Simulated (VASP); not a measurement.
Ge: single point with PBEsol

**Measured values to compare with.**

“Electronic and optical properties of SixGe1-x-ySny alloys lattice-matched to Ge”, 2021, arxiv:2109.02782 reports, for a bulk crystal of Ge at 300 K: band gap 0.807 eV (direct).

Ge:

```
CELL_PARAMETERS angstrom
0.00000 2.83780 2.83780
2.83780 0.00000 2.83780
2.83780 2.83780 0.00000
ATOMIC_POSITIONS crystal
Ge 0.00000 0.00000 0.00000
Ge 0.25000 0.25000 0.25000
```

| Property | Result |
| --- | --- |
| Program | VASP 6.6.1 |
| Task | single point |
| Functional | PBEsol |
| Potentials or basis | VASP PAW PBE potentials, release 64 (Ge_d) |
| Cutoff | 520 eV |
| k mesh | 14 × 14 × 14 |
| Occupations | fermi-dirac, width 0.02 eV |
| Spin | no spin polarisation |

| Property | Result |
| --- | --- |
| Pressure | -0.1 GPa |
| Band gap on the k mesh | zero (filled and empty bands touch) |

Levels at points of the mesh, in eV from the Fermi level:
```
           k point  band 12  band 13  band 14  band 15  band 16  band 17
(0.00, 0.00, 0.00)    -0.10    -0.01    -0.01    -0.01     2.52     2.52
(0.50, 0.00, 0.00)    -7.60    -1.41    -1.41     0.08     3.69     3.69
(0.50, 0.50, 0.00)    -8.88    -3.07    -3.07     0.67     0.67     9.40
```

Wall time 45 s on 1 thread of AMD EPYC 9R45 96-Core Processor (Zen 5), on a shared host, peak memory 0.19 GiB.

A measured gap of Ge is 0.807 eV (direct; 300 K; “Electronic and optical properties of SixGe1-x-ySny alloys lattice-matched to Ge”, 2021, arxiv:2109.02782); the calculated 0.00 eV misses it by -0.81 eV. 3 values of this kind are on record (0.666 to 0.807 eV); this one was drawn at random among those near their median. Spin-orbit coupling on Ge is left out. The value is that of PBEsol on a finite k mesh, which can miss the band edges, without temperature or zero-point motion. Semilocal functionals fall short of measured gaps as a rule.

Caveat: semilocal functionals underestimate gaps, and a narrow one can read as zero; the PAW data sets were made with another functional, which shifts forces and pressure a little.
